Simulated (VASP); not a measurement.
# Ti12BrO23 (a cell with a defect) (Rutile) in VASP: single point with PBE

Aim: the single point of Ti12BrO23 (a cell with a defect) (Rutile) with PBE.

Program: VASP 6.6.1. These are calculated values, not measurements. Logs are shortened: lines on timing, memory, paths and dates and some standing lists are left out, and cuts for length are marked.

### 1 The cell of the first run

The cell holds a defect, 36 atoms: a = 6.494 Å, b = 6.494 Å, c = 8.872 Å, α = 90.00°, β = 90.00°, γ = 90.00°.

### 2 Single point, PBE

File INCAR:

```
ALGO     = Normal         # electronic algorithm
EDIFF    = 1E-6           # SCF threshold, eV
ENCUT    = 520            # plane-wave cutoff, eV
GGA      = PE             # functional
ISIF     = 2              # what is computed and relaxed
ISMEAR   = -1             # smearing method
LASPH    = T              # aspherical terms in the spheres
LCHARG   = F              # write CHGCAR
LREAL    = Auto         
LWAVE    = F              # write WAVECAR
NBANDS   = 168            # bands
NELECT   = 288.0        
NELM     = 100            # most SCF steps
PREC     = Accurate       # precision mode
SIGMA    = 0.01           # smearing width, eV
```

File KPOINTS:

```
k-points
0
Gamma
  3 3 2
```

File POSCAR:

```
Ti12BrO23
1.0
    4.5922000000      4.5922000000      0.0000000000
   -4.5922000000      4.5922000000      0.0000000000
    0.0000000000      0.0000000000      8.8722000000
Ti Br O
12 1 23
Direct
   -0.0604229442      0.0000000000      0.0000000000
    0.0090580761      0.0000000000      0.3343308332
    0.0090580761      0.0000000000      0.6656691668
    0.5065807168      0.5000000000      0.0000000000
    0.5020145619      0.5000000000      0.3339440340
    0.5020145619      0.5000000000      0.6660559660
    0.5423261131      0.0000000000      0.1934692603
    0.4777234995      0.0000000000      0.5000000000
    0.5423261131      0.0000000000      0.8065307397
   -0.0012987419      0.5000000000      0.1675338816
    0.0044761955      0.5000000000      0.5000000000
   -0.0012987419      0.5000000000      0.8324661184
    0.2863983497      0.0000000000      0.0000000000
    0.3103839757      0.0000000000      0.3248828776
    0.3103839757      0.0000000000      0.6751171224
    0.8056112762      0.5000000000      0.0000000000
    0.8076833955      0.5000000000      0.3406605690
    0.8076833955      0.5000000000      0.6593394310
    0.5161490677      0.3030030502      0.1691111209
    0.4907494969      0.3031320709      0.5000000000
    0.5161490677      0.3030030502      0.8308888791
   -0.0285987571      0.8059675454      0.1689968216
    0.0186334258      0.8052426052      0.5000000000
   -0.0285987571      0.8059675454      0.8310031784
    0.6656285124      0.0000000000      0.0000000000
    0.7049865800      0.0000000000      0.3577530504
    0.7049865800      0.0000000000      0.6422469496
    0.1979730541      0.5000000000      0.0000000000
    0.1983781659      0.5000000000      0.3255172426
    0.1983781659      0.5000000000      0.6744827574
    0.5161490677      0.6969969498      0.1691111209
    0.4907494969      0.6968679291      0.5000000000
    0.5161490677      0.6969969498      0.8308888791
   -0.0285987571      0.1940324546      0.1689968216
    0.0186334258      0.1947573948      0.5000000000
   -0.0285987571      0.1940324546      0.8310031784
```

Potentials or basis: VASP PAW PBE potentials, release 64 (Ti_sv, Br, O).

Started as:

```
cat potpaw_PBE.64/Ti_sv/POTCAR potpaw_PBE.64/Br/POTCAR potpaw_PBE.64/O/POTCAR > POTCAR
mpirun -np 1 vasp_std > vasp.out
```

OUTCAR:

```text
EDIFF = 1E-6
   ENCUT = 520
   GGA = PE
   ISIF = 2
   ISMEAR = -1
   LASPH = T
   LREAL = Auto
   NELECT = 288.0
   NELM = 100
   PREC = Accurate

 ion  position               nearest neighbor table
   1  0.940  0.000  0.000-  25 1.78  24 1.97  22 1.97  34 1.97  36 1.97  13 2.25
   2  0.009  0.000  0.334-  23 1.94  35 1.94  34 1.95  22 1.95  14 1.96  26 1.99
   3  0.009  0.000  0.666-  23 1.94  35 1.94  24 1.95  36 1.95  15 1.96  27 1.99
   4  0.507  0.500  0.000-  16 1.94  19 1.97  21 1.97  31 1.97  33 1.97  28 2.00
   5  0.502  0.500  0.334-  19 1.95  31 1.95  20 1.95  32 1.95  29 1.97  17 1.99
   6  0.502  0.500  0.666-  21 1.95  33 1.95  32 1.95  20 1.95  30 1.97  18 1.99
   7  0.542  0.000  0.193-  26 1.80  25 1.89  14 1.90  19 1.99  31 1.99  13 2.39   8 2.75
   8  0.478  0.000  0.500-  14 1.90  15 1.90  26 1.94  27 1.94  20 1.97  32 1.97   7 2.75   9 2.75

   9  0.542  0.000  0.807-  27 1.80  25 1.89  15 1.90  21 1.99  33 1.99  13 2.39   8 2.75
  10  0.999  0.500  0.168-  29 1.91  16 1.94  28 1.97  17 1.97  22 1.99  34 1.99
  11  0.004  0.500  0.500-  17 1.91  18 1.91  23 1.98  35 1.98  30 2.00  29 2.00
  12  0.999  0.500  0.832-  30 1.91  16 1.94  28 1.97  18 1.97  24 1.99  36 1.99
  13  0.286  0.000  0.000-   1 2.25   7 2.39   9 2.39
  14  0.310  0.000  0.325-   8 1.90   7 1.90   2 1.96
  15  0.310  0.000  0.675-   8 1.90   9 1.90   3 1.96
  16  0.806  0.500  0.000-   4 1.94  10 1.94  12 1.94
  17  0.808  0.500  0.341-  11 1.91  10 1.97   5 1.99
  18  0.808  0.500  0.659-  11 1.91  12 1.97   6 1.99
[... 16 lines left out ...]
  35  0.019  0.195  0.500-   2 1.94   3 1.94  11 1.98
  36  0.971  0.194  0.831-   3 1.95   1 1.97  12 1.99

  LATTYP: Found a simple tetragonal cell.
 ALAT       =     6.4943515211
 C/A-ratio  =     1.3661410183

  Lattice vectors:

 A1 = (   4.5922000000,   4.5922000000,   0.0000000000)
 A2 = (  -4.5922000000,   4.5922000000,   0.0000000000)
 A3 = (   0.0000000000,   0.0000000000,   8.8722000000)

Analysis of symmetry for initial positions (statically):
=====================================================================
 Subroutine PRICEL returns:
 Original cell was already a primitive cell.

 Routine SETGRP: Setting up the symmetry group for a
 simple tetragonal supercell.

 Subroutine GETGRP returns: Found  4 space group operations
 (whereof  4 operations were pure point group operations)
 out of a pool of 16 trial point group operations.

The static configuration has the point symmetry C_2v.

Analysis of symmetry for dynamics (positions and initial velocities):
=====================================================================
 Subroutine PRICEL returns:
 Original cell was already a primitive cell.

 Routine SETGRP: Setting up the symmetry group for a
 simple tetragonal supercell.

 Subroutine GETGRP returns: Found  4 space group operations
 (whereof  4 operations were pure point group operations)
 out of a pool of 16 trial point group operations.

The dynamic configuration has the point symmetry C_2v.

 Subroutine INISYM returns: Found  4 space group operations
 (whereof  4 operations are pure point group operations),
 and found     1 'primitive' translations

----------------------------------------------------------------------------------------

                                     Primitive cell

  volume of cell :     374.1992

  direct lattice vectors                    reciprocal lattice vectors
     4.592200000  4.592200000  0.000000000     0.108880275  0.108880275  0.000000000
    -4.592200000  4.592200000  0.000000000    -0.108880275  0.108880275  0.000000000
     0.000000000  0.000000000  8.872200000     0.000000000  0.000000000  0.112711616

  length of vectors
     6.494351521  6.494351521  8.872200000     0.153979962  0.153979962  0.112711616

  position of ions in fractional coordinates (direct lattice)
     0.939577056  0.000000000  0.000000000
     0.009058076  0.000000000  0.334330833
     0.009058076  0.000000000  0.665669167
     0.506580717  0.500000000  0.000000000
     0.502014562  0.500000000  0.333944034
     0.502014562  0.500000000  0.666055966
[... 28 lines left out ...]
     0.018633426  0.194757395  0.500000000
     0.971401243  0.194032455  0.831003178

  ion indices of the primitive-cell ions
   primitive index   ion index
                 1           1
                 2           2
                 3           3
                 4           4
                 5           5
                 6           6
[... 28 lines left out ...]
                35          35
                36          36

----------------------------------------------------------------------------------------

 KPOINTS: k-points

Automatic generation of k-mesh.
 Grid dimensions read from file:
 generate k-points for:    3    3    2

 Generating k-lattice:

  Cartesian coordinates                     Fractional coordinates (reciprocal lattice)
     0.036293425  0.036293425  0.000000000     0.333333333  0.000000000  0.000000000
    -0.036293425  0.036293425  0.000000000     0.000000000  0.333333333  0.000000000
     0.000000000  0.000000000  0.056355808     0.000000000  0.000000000  0.500000000

  Length of vectors
     0.051326654  0.051326654  0.056355808

  Shift w.r.t. Gamma in fractional coordinates (k-lattice)
     0.000000000  0.000000000  0.000000000

 Subroutine IBZKPT returns following result:
 ===========================================

 Found      8 irreducible k-points:

 Following reciprocal coordinates:
            Coordinates               Weight
  0.000000  0.000000  0.000000      1.000000
  0.333333  0.000000  0.000000      2.000000
  0.000000  0.333333  0.000000      2.000000
  0.333333  0.333333  0.000000      4.000000
  0.000000  0.000000  0.500000      1.000000
  0.333333  0.000000  0.500000      2.000000
  0.000000  0.333333  0.500000      2.000000
  0.333333  0.333333  0.500000      4.000000
   k-points           NKPTS =      8   k-points in BZ     NKDIM =      8   number of bands    NBANDS=    168
   number of dos      NEDOS =    301   number of ions     NIONS =     36
   total plane-waves  NPLWV = 161280
   dimension x,y,z NGX =    48 NGY =   48 NGZ =   70
   dimension x,y,z NGXF=    96 NGYF=   96 NGZF=  140
   ions per type =              12   1  23
   NGX,Y,Z   is equivalent  to a cutoff of  12.29, 12.29, 13.12 a.u.
   NGXF,Y,Z  is equivalent  to a cutoff of  24.57, 24.57, 26.23 a.u.
 SYSTEM =  unknown system
   PREC   = accura    normal or accurate (medium, high low for compatibility)
   ISTART =      0    job   : 0-new  1-cont  2-samecut
   ICHARG =      2    charge: 1-file 2-atom 10-const
   ISPIN  =      1    spin polarized calculation?
   LNONCOLLINEAR =      F non collinear calculations
   LSORBIT =      F    spin-orbit coupling
   LASPH  =      T    aspherical Exc in radial PAW
   ENCUT  =  520.0 eV  38.22 Ry    6.18 a.u.  12.08 12.08 16.50*2*pi/ulx,y,z
   NELM   =    100;   NELMIN=  2; NELMDL= -5     # of ELM steps
   EDIFF  = 0.1E-05   stopping-criterion for ELM
   LREAL  =      T    real-space projection
   EDIFFG = 0.1E-04   stopping-criterion for IOM
   NSW    =      0    number of steps for IOM
   IBRION =     -1    ionic relax: 0-MD 1-quasi-New 2-CG
   NFREE  =      0    steps in history (QN), initial steepest desc. (CG)
   ISIF   =      2    stress and relaxation
   ISYM   =      2    0-nonsym 1-usesym 2-fastsym
   POTIM  = 0.5000    time-step for ionic-motion
   TEBEG  =    0.0;   TEEND  =   0.0 temperature during run
   PSTRESS=    0.0 pullay stress
   NELECT =     288.0000    total number of electrons
   NUPDOWN=      -1.0000    fix difference up-down
   EMIN   =  10.00;   EMAX   =-10.00  energy-range for DOS
   EFERMI =   0.00;   METHOD = LEGACY
   ISMEAR =    -1;   SIGMA  =   0.01  broadening in eV -4-tet -1-fermi 0-gaus
   EFERMI_NEDOS =   21; number of points for ismear=-14 and -15
   IALGO  =     38    algorithm
   IMIX   =      4    mixing-type and parameters
     AMIX     =   0.40;   BMIX     =  1.00
     AMIX_MAG =   1.60;   BMIX_MAG =  1.00
  volume/ion in A,a.u.               =      10.39        70.15
  Fermi-wavevector in a.u.,A,eV,Ry     =   1.500277  2.835112 30.624403  2.250830
  Thomas-Fermi vector in A             =   2.611798
   LORBIT       =      0    0 simple, 1 ext, 2 COOP (PROOUT), +10 PAW based schemes
   GGA     = PE    functional components
   LHFCALC =     F    Hartree Fock is set to
   AEXX    =    0.0000 exact exchange contribution
   IVDW    =     0    specifies the selected vdW correction
   LEPSILON=     F    determine dielectric tensor
   LRPA    =     F    only Hartree local field effects (RPA)
 non-spin polarized calculation
  energy-cutoff  :      520.00
  volume of cell :      374.20
 maximum number of plane-waves:     10086
   NGX = 25   NGY = 25   NGZ = 33

 number of electron     288.0000002 magnetization

 Free energy of the ion-electron system (eV)
  ---------------------------------------------------
  ext. energy  EPLUGINS =         0.00000000
  ---------------------------------------------------
  free energy    TOTEN  =      -319.28616431 eV

  energy without entropy =     -319.28616431  energy(sigma->0) =     -319.28616431

 E-fermi :   5.6927     XC(G=0): -11.5156

 val. band max:        5.3379900986   @ k =   0.0000   0.0000   0.0000
 cond. band min:       6.9139502105   @ k =   0.0000   0.3333   0.5000
 fundamental gap:      1.5759601118
 Fermi energy:         5.6927088319

 k-point     1 :       0.0000    0.0000    0.0000
  band No.  band energies     occupation
      1     -51.7478      2.00000
      2     -51.7250      2.00000
      3     -51.6671      2.00000
      4     -51.6582      2.00000
      5     -51.5706      2.00000
      6     -51.5649      2.00000
[... 148 lines left out ...]
    155       7.8301      0.00000
    156       7.8528      0.00000

 k-point     2 :       0.3333    0.0000    0.0000
  band No.  band energies     occupation
      1     -51.7475      2.00000
      2     -51.7250      2.00000
      3     -51.6674      2.00000
      4     -51.6581      2.00000
      5     -51.5705      2.00000
      6     -51.5649      2.00000
[... 1102 lines left out ...]
    155       7.9504      0.00000
    156       8.0391      0.00000
 [bands above 156 left out]

------------------------ aborting loop because EDIFF is reached ----------------------------------------

  FORCE on cell =-STRESS in cart. coord.  units (eV):
  Direction    XX          YY          ZZ          XY          YZ          ZX
  --------------------------------------------------------------------------------------
  -------------------------------------------------------------------------------------
  Total       19.1342761     19.1342761     27.7845723     17.3167997      0.0000000      0.0000000
  in kB       81.9256151     81.9256151    118.9628587     74.1438797      0.0000000      0.0000000
  external PRESSURE =      94.2713630 kB  Pullay stress =       0.0000000 kB

 VOLUME and BASIS-vectors are now :
 -----------------------------------------------------------------------------
  energy-cutoff  :      520.00
  volume of cell :      374.20
      direct lattice vectors                 reciprocal lattice vectors
     4.592200000  4.592200000  0.000000000     0.108880275  0.108880275  0.000000000
    -4.592200000  4.592200000  0.000000000    -0.108880275  0.108880275  0.000000000
     0.000000000  0.000000000  8.872200000     0.000000000  0.000000000  0.112711616

 POSITION                                       TOTAL-FORCE (eV/Angst)
 -----------------------------------------------------------------------------------
      4.31473      4.31473      0.00000         0.072714      0.072714      0.000000
      0.04160      0.04160      2.96625         0.002004      0.002004     -0.017465
      0.04160      0.04160      5.90595         0.002004      0.002004      0.017465
      0.03022      4.62242      0.00000         0.002040      0.002040      0.000000
      0.00925      4.60145      2.96282        -0.010206     -0.010206     -0.021311
      0.00925      4.60145      5.90938        -0.010206     -0.010206      0.021311
[... 28 lines left out ...]
     -0.80880      0.97993      4.43610        -0.023589      0.032207      0.000000
      3.56983      5.35190      7.37283        -0.024809      0.014458     -0.002973
 -----------------------------------------------------------------------------------
    total drift:                               -0.007097     -0.007097      0.000002

  FREE ENERGIE OF THE ION-ELECTRON SYSTEM (eV)
  ---------------------------------------------------
  free  energy   TOTEN  =      -319.2861643062 eV

  energy  without entropy=     -319.2861643062  energy(sigma->0) =     -319.28616431
```

Run time: 9.7 min. Hardware: 1 thread of Intel Xeon 6975P-C (Granite Rapids), shared host; peak memory 0.57 GiB.

Results:

- Free energy: -319.2862 eV
- Largest force: 0.103 eV/Å

Forces in eV/Å, atoms in the order of the input:
```
Ti   0.073  0.073  0.000
Ti   0.002  0.002 -0.017
Ti   0.002  0.002  0.017
Ti   0.002  0.002  0.000
Ti  -0.010 -0.010 -0.021
Ti  -0.010 -0.010  0.021
Ti  -0.046 -0.046 -0.062
Ti   0.006  0.006  0.000
Ti  -0.046 -0.046  0.062
Ti   0.006  0.006 -0.017
Ti   0.011  0.011  0.000
Ti   0.006  0.006  0.017
Br   0.002  0.002  0.000
O   -0.030 -0.030 -0.013
O   -0.030 -0.030  0.013
O   -0.020 -0.020  0.000
O   -0.017 -0.017  0.002
O   -0.017 -0.017 -0.002
O    0.021 -0.026  0.000
O    0.025 -0.025  0.000
O    0.021 -0.026  0.000
O    0.014 -0.025  0.003
O    0.032 -0.024  0.000
O    0.014 -0.025 -0.003
O   -0.026 -0.026  0.000
O    0.053  0.053  0.057
O    0.053  0.053 -0.057
O    0.016  0.016  0.000
O    0.021  0.021  0.005
O    0.021  0.021 -0.005
O   -0.026  0.021  0.000
O   -0.025  0.025  0.000
O   -0.026  0.021  0.000
O   -0.025  0.014  0.003
O   -0.024  0.032  0.000
O   -0.025  0.014 -0.003
```

Levels at points of the mesh, in eV from the Fermi level:
```
           k point  band 140  band 141  band 142  band 143  band 144  band 145  band 146  band 147  band 148  band 149
(0.00, 0.00, 0.00)     -1.23     -0.94     -0.84     -0.65     -0.35      1.50      1.52      1.53      1.82      1.87
(0.00, 0.00, 0.50)     -1.16     -1.05     -0.89     -0.69     -0.44      1.45      1.80      1.86      1.89      1.92
```

Caveat: the cell carries a net charge on a neutralising background, which shifts energy and pressure; the cell is charged against a uniform background, so pressure and absolute levels hang on convention.
